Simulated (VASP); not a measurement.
Set up this calculation in VASP 6.6.1, as the native input.

* Task: single point
* Functional: PBE
* Potentials or basis: VASP PAW PBE potentials, release 64 (Si, O)
* Cutoff: 520 eV
* k mesh: 6 × 6 × 8
* Occupations: gaussian, width 0.05 eV
* Spin: no spin polarisation
* Dipole correction: no
* Further INCAR settings: ALGO = Normal; EDIFF = 1e-07; NBANDS = 25

The structure of SiO2 lies in POSCAR:

```
SiO2
1.0
    4.1088000000      0.0000000000      0.0000000000
    0.0000000000      4.1088000000      0.0000000000
    0.0000000000      0.0000000000      2.4477000000
Si O
2 4
Direct
    0.5000000000      0.5000000000      0.5000000000
    0.0000000000      0.0000000000      0.0000000000
    0.6930127928      0.6930127928      0.0000000000
    0.1930127928      0.8069872072      0.5000000000
    0.3069872072      0.3069872072      0.0000000000
    0.8069872072      0.1930127928      0.5000000000
```

The input as run:

INCAR

```
PREC = Accurate ; ENCUT = 520
EDIFF = 1E-7 ; ISMEAR = 0
SIGMA = 0.05 ; LREAL = F
LASPH = T ; NELM = 60
ALGO = Normal ; ISIF = 2
LWAVE = F ; LCHARG = F
GGA = PE ; NBANDS = 25
```

KPOINTS

```
regular mesh
0
Gamma
  6 6 8
```

Potentials or basis: VASP PAW PBE potentials, release 64 (Si, O).

Command:

```console
$ cat potpaw_PBE.64/Si/POTCAR potpaw_PBE.64/O/POTCAR > POTCAR
$ mpirun -np 1 vasp_std > vasp.out
```

Results of the run:

```json
{
  "Pressure": "70.4 GPa",
  "Largest force": "1.318 eV/Å",
  "Band gap on the k mesh": "8.13 eV"
}
```

Caveat: the cell stands under pressure; forces of over 1 eV/Å act on the atoms, so gaps and moduli don't describe the material at rest.

It took 36 s on 1 thread of Intel Xeon 8259CL (shared host), peak memory 0.17 GiB.
